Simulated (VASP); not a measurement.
# GaP (F-43m) in VASP: notebook

GaP is run at these levels: LDA; tasks: vibrations by perturbation theory.

Program: VASP 6.6.1. These are calculated values, not measurements. Logs are shortened: lines on timing, memory, paths and dates and some standing lists are left out, and cuts for length are marked.

## Step 1: The cell of the first run

The structure is cubic, space group F-43m (No. 216). Conventional cell: a = 5.353 Å, b = 5.353 Å, c = 5.353 Å, α = 90.00°, β = 90.00°, γ = 90.00°. Within 3.1 Å of Ga (site symmetry -43m) lie 4 P at 2.32 Å. P (site symmetry -43m) has 4 Ga at 2.32 Å within 3.1 Å.

## Step 2: Vibrations by perturbation theory, LDA

The input, INCAR:

```
SYSTEM = GaP
ALGO = Normal
EDIFF = 1E-8
ENCUT = 520
IBRION = 8
ISIF = 2
ISMEAR = 0
LASPH = .TRUE.
LCHARG = .TRUE.
LEPSILON = .TRUE.
LREAL = .FALSE.
LWAVE = .FALSE.
NELM = 60
NSW = 1
PREC = Accurate
SIGMA = 0.01
```

The input, KPOINTS:

```
k-points
0
G
  10 10 10
  0 0 0
```

The input, POSCAR:

```
GaP
1.0
    0.0000000000      2.6766985327      2.6766985327
    2.6766985327      0.0000000000      2.6766985327
    2.6766985327      2.6766985327      0.0000000000
Ga P
1 1
Direct
    0.0000000000      0.0000000000      0.0000000000
    0.7500000000      0.7500000000      0.7500000000
```

Potentials or basis: VASP PAW LDA potentials, release 64 (Ga_d, P).

Command:

```sh
$ cat potpaw_LDA.64/Ga_d/POTCAR potpaw_LDA.64/P/POTCAR > POTCAR
$ mpirun -np 1 vasp_std > vasp.out
```

OUTCAR:

```text
SYSTEM = GaP
   EDIFF = 1E-8
   ENCUT = 520
   IBRION = 8
   ISIF = 2
   ISMEAR = 0
   LASPH = .TRUE.
   LEPSILON = .TRUE.
   LREAL = .FALSE.
   NELM = 60
   NSW = 1
   PREC = Accurate

 ion  position               nearest neighbor table
   1  0.000  0.000  0.000-   2 2.32   2 2.32   2 2.32   2 2.32
   2  0.750  0.750  0.750-   1 2.32   1 2.32   1 2.32   1 2.32

  LATTYP: Found a face centered cubic cell.
 ALAT       =     5.3533970654

  Lattice vectors:

 A1 = (   0.0000000000,   2.6766985327,   2.6766985327)
 A2 = (   2.6766985327,   0.0000000000,   2.6766985327)
 A3 = (   2.6766985327,   2.6766985327,   0.0000000000)

Analysis of symmetry for initial positions (statically):
=====================================================================
 Subroutine PRICEL returns:
 Original cell was already a primitive cell.

 Routine SETGRP: Setting up the symmetry group for a
 face centered cubic supercell.

 Subroutine GETGRP returns: Found 24 space group operations
 (whereof 24 operations were pure point group operations)
 out of a pool of 48 trial point group operations.

The static configuration has the point symmetry T_d .

Analysis of symmetry for dynamics (positions and initial velocities):
=====================================================================
 Subroutine PRICEL returns:
 Original cell was already a primitive cell.

 Routine SETGRP: Setting up the symmetry group for a
 face centered cubic supercell.

 Subroutine GETGRP returns: Found 24 space group operations
 (whereof 24 operations were pure point group operations)
 out of a pool of 48 trial point group operations.

The dynamic configuration has the point symmetry T_d .

 Subroutine INISYM returns: Found 24 space group operations
 (whereof 24 operations are pure point group operations),
 and found     1 'primitive' translations

----------------------------------------------------------------------------------------

                                     Primitive cell

  volume of cell :      38.3556

  direct lattice vectors                    reciprocal lattice vectors
     0.000000000  2.676698533  2.676698533    -0.186797278  0.186797278  0.186797278
     2.676698533  0.000000000  2.676698533     0.186797278 -0.186797278  0.186797278
     2.676698533  2.676698533  0.000000000     0.186797278  0.186797278 -0.186797278

  length of vectors
     3.785423367  3.785423367  3.785423367     0.323542376  0.323542376  0.323542376

  position of ions in fractional coordinates (direct lattice)
     0.000000000  0.000000000  0.000000000
     0.750000000  0.750000000  0.750000000

  ion indices of the primitive-cell ions
   primitive index   ion index
                 1           1
                 2           2

----------------------------------------------------------------------------------------

 KPOINTS: k-points

Automatic generation of k-mesh.
 Grid dimensions read from file:
 generate k-points for:   10   10   10

 Generating k-lattice:

[... 532 lines left out ...]

 Free energy of the ion-electron system (eV)
  ---------------------------------------------------
  ---------------------------------------------------
  free energy    TOTEN  =        -1.08424975 eV

  energy without entropy =       -1.08424975

------------------------ aborting loop because EDIFF is reached ----------------------------------------

--------------------------------------- Ionic step        2  -------------------------------------------

------------------------ aborting loop because EDIFF is reached ----------------------------------------

--------------------------------------- Ionic step        3  -------------------------------------------

------------------------ aborting loop because EDIFF is reached ----------------------------------------

 PIEZOELECTRIC TENSOR FIELD DIRECTION 3  (e Angst)
 -----------------------------------------------------------------------------
    -0.00039  1.82763  0.00000           (  0.00000  0.04000  0.00000)
     1.82763 -0.00039  0.00000           (  0.04000  0.00000  0.00000)
     0.00000  0.00000 -0.00138           (  0.00000  0.00000  0.00000)

 PIEZOELECTRIC TENSOR FIELD DIRECTION 3  (C/m^2)
 -----------------------------------------------------------------------------
    -0.00016  0.76343  0.00000
     0.76343 -0.00016  0.00000
     0.00000  0.00000 -0.00058

--------------------------------------- Ionic step        4  -------------------------------------------

------------------------ aborting loop because EDIFF is reached ----------------------------------------

[... ionic steps 5 to 6 ...]

--------------------------------------- Ionic step        7  -------------------------------------------

 Free energy of the ion-electron system (eV)
  ---------------------------------------------------
  ---------------------------------------------------
  free energy    TOTEN  =        -0.04770910 eV

  energy without entropy =       -0.04770910

------------------------ aborting loop because EDIFF is reached ----------------------------------------

 INTERNAL STRAIN TENSOR  FOR ION    2  DIRECTION 1   (eV/Angst):
 -----------------------------------------------------------------------------
    -0.00947  0.00000  0.00000
     0.00000  0.00634  8.67297
     0.00000  8.67297  0.00634

 MACROSCOPIC STATIC DIELECTRIC TENSOR (including local field effects in DFT)
 ------------------------------------------------------
          10.704995    -0.000000     0.000000
           0.000000    10.704995    -0.000000
          -0.000000    -0.000000    10.704995
 ------------------------------------------------------

 PIEZOELECTRIC TENSOR (including local field effects)  for field in x, y, z        (e  Angst)
          XX          YY          ZZ          XY          YZ          ZX
  --------------------------------------------------------------------------------
  x     0.00000    -0.00000     0.00000     0.00000     1.83330     0.00000
  y     0.00000     0.00000     0.00000     0.00000     0.00000     1.83330
  z     0.00000     0.00000    -0.00000     1.83330     0.00000     0.00000

 PIEZOELECTRIC TENSOR (including local field effects)  for field in x, y, z        (C/m^2)
          XX          YY          ZZ          XY          YZ          ZX
  --------------------------------------------------------------------------------
  x     0.00000    -0.00000     0.00000     0.00000     0.76580     0.00000
  y     0.00000     0.00000     0.00000     0.00000     0.00000     0.76580
  z     0.00000     0.00000    -0.00000     0.76580     0.00000     0.00000

 BORN EFFECTIVE CHARGES (including local field effects) (in |e|, cummulative output)
 ---------------------------------------------------------------------------------
 ion    1
    1     2.04478    -0.00000     0.00000
    2    -0.00000     2.04478     0.00000
    3     0.00000    -0.00000     2.04478
 ion    2
    1    -2.04478     0.00000    -0.00000
    2     0.00000    -2.04478    -0.00000
    3     0.00000     0.00000    -2.04478

 INTERNAL STRAIN TENSOR FOR ION    2 for displacements in x,y,z  (eV/Angst):
          X           Y           Z          XY          YZ          ZX
  --------------------------------------------------------------------------------
  x     0.00000     0.00000     0.00000     0.00000     8.67297     0.00000
  y     0.00000     0.00000     0.00000     0.00000     0.00000     8.67297
  z     0.00000     0.00000     0.00000     8.67297     0.00000     0.00000

 SECOND DERIVATIVES (NOT SYMMETRIZED)
 ------------------------------------
               1X          1Y          1Z          2X          2Y          2Z
  1X   -11.019877    0.000000    0.000000   11.019877    0.000000    0.000000
  1Y     0.000000  -11.019877    0.000000    0.000000   11.019877    0.000000
  1Z     0.000000    0.000000  -11.019877    0.000000    0.000000   11.019877
  2X    11.045952    0.000000    0.000000  -11.045952    0.000000    0.000000
  2Y     0.000000   11.045952    0.000000    0.000000  -11.045952    0.000000
  2Z     0.000000    0.000000   11.045952    0.000000    0.000000  -11.045952

 Eigenvectors and eigenvalues of the dynamical matrix
 ----------------------------------------------------

   1 f  =   11.215438 THz    70.468673 2PiTHz  374.106733 cm-1    46.383303 meV
             X         Y         Z           dx          dy          dz
      0.000000  0.000000  0.000000     0.495137    0.248862   -0.000000
      4.015048  4.015048  4.015048    -0.743752   -0.373818    0.000000
[... 21 lines left out ...]
   6 f/i=    0.006114 THz     0.038413 2PiTHz    0.203929 cm-1     0.025284 meV
             X         Y         Z           dx          dy          dz
      0.000000  0.000000  0.000000    -0.010985   -0.064783    0.829813
      4.015048  4.015048  4.015048    -0.007313   -0.043128    0.552431

--------------------------------------------------------------------------------------------------------

 MACROSCOPIC STATIC DIELECTRIC TENSOR IONIC CONTRIBUTION
 ------------------------------------------------------
           1.787883    -0.000000     0.000000
          -0.000000     1.787883    -0.000000
           0.000000    -0.000000     1.787883
 ------------------------------------------------------

 ELASTIC MODULI CONTR FROM IONIC RELAXATION (kBar)
 Direction    XX          YY          ZZ          XY          YZ          ZX
 --------------------------------------------------------------------------------
 XX           0.0000      0.0000      0.0000      0.0000      0.0000      0.0000
 YY           0.0000      0.0000      0.0000      0.0000      0.0000      0.0000
 ZZ           0.0000      0.0000      0.0000      0.0000      0.0000      0.0000
 XY           0.0000      0.0000      0.0000   -282.2629      0.0000      0.0000
 YZ           0.0000      0.0000      0.0000      0.0000   -282.2629      0.0000
 ZX           0.0000      0.0000      0.0000      0.0000      0.0000   -282.2629
 --------------------------------------------------------------------------------

 PIEZOELECTRIC TENSOR IONIC CONTR  for field in x, y, z        (C/m^2)
          XX          YY          ZZ          XY          YZ          ZX
  --------------------------------------------------------------------------------
  x     0.00000     0.00000     0.00000    -0.00000    -0.66845     0.00000
  y     0.00000     0.00000     0.00000    -0.00000     0.00000    -0.66845
  z     0.00000     0.00000     0.00000    -0.66845     0.00000     0.00000
```

Wall time 25 min (1 thread of Intel Xeon 8259CL, shared host); peak memory 0.35 GiB.

Results:

* Electronic dielectric tensor (diagonal): 10.70
* Born charges (mean of the diagonal): Ga +2.04; P -2.04 e
* Highest phonon frequency at Γ, LO-TO splitting left out: 374 cm⁻¹

Phonon frequencies in cm⁻¹ (negative: imaginary):
```
              q point        frequencies
(0.000, 0.000, 0.000)  0 0 0 374 374 374
```

Electronic dielectric tensor:
```
10.70  0.00  0.00
 0.00 10.70  0.00
 0.00  0.00 10.70
```

Born effective charge tensors (e):
atom 1, Ga
```
2.04 0.00 0.00
0.00 2.04 0.00
0.00 0.00 2.04
```
atom 2, P
```
-2.04  0.00  0.00
 0.00 -2.04  0.00
 0.00  0.00 -2.04
```

Caveat: the cell stands under pressure or tension, which shifts response properties.

(Part 1 of 2 ends here.)
